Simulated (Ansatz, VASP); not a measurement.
# C in VASP and in Ansatz

```
C
1.0
     0.00000    2.14673    3.35366
     1.24024    0.00000    3.35366
     1.24024    2.14673    0.00000
C
2
Direct
  0.15496 0.84504 0.15496
  0.84504 0.15496 0.84504
```

Alike in both runs: task single point; functional PBEsol; dispersion D3(BJ); k mesh 16 × 16 × 16; occupations gaussian, width 0.03 eV; no spin polarisation.

```csv
,VASP,Ansatz
version,VASP 6.6.1,Ansatz 0.2.0
potentials or method,"VASP PAW PBE potentials, release 64 (C), cutoff 520 eV","scalar-relativistic, plane waves, PAW"
valence electrons in the cell,8,8
```

```csv
,VASP,Ansatz,Ansatz less VASP
gap on the k mesh at the Fermi level (eV),none,none,-
pressure (GPa),-1.9,-2.5,-0.63
"traceless stress, the component that is largest in VASP (GPa)",-12.07,-12.19,-0.120
rms of the force components (eV/Å),3.362,3.350,-0.0126
```

VASP's potentials were made for PBE, not for PBEsol, and Ansatz warns of the same on its side. Atom by atom the forces differ by 0.013 eV/Å (rms over components). A gap of «none» marks a metal or a gap that the smearing closes.
